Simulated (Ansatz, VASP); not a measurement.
**Ti in VASP and in Ansatz**

```
Ti
1.0
     2.95000    0.00000    0.00000
    -1.47500    2.55477    0.00000
     0.00000    0.00000    4.68000
Ti
2
Cartesian
  1.4750 0.8516 3.5100
  0.0000 1.7032 1.1700
```

Alike in both runs: task single point; functional PBE; k mesh 10 × 10 × 6; occupations gaussian, width 0.014 eV; no spin polarisation.

|  | VASP | Ansatz |
| --- | --- | --- |
| version | VASP 6.6.1 | Ansatz 0.2.0 |
| potentials or method | VASP PAW PBE potentials, release 64 (Ti_sv) | Ansatz PAW |
| plane-wave cutoff (eV) | 520 | 420 |
| valence electrons in the cell | 24 | 24 |

Ansatz gave:

| Item | Value |
| --- | --- |
| gap on the k mesh at the Fermi level (eV) | none |
| pressure (GPa) | -1.4 |
| traceless stress, the component that is largest in VASP (GPa) | -0.19 |

Task: Which values does VASP return?

Result: gap on the k mesh at the Fermi level (eV): none; pressure (GPa): -1.7; traceless stress, the component that is largest in VASP (GPa): -0.19.

A gap of «none» marks a metal or a gap that the smearing closes.
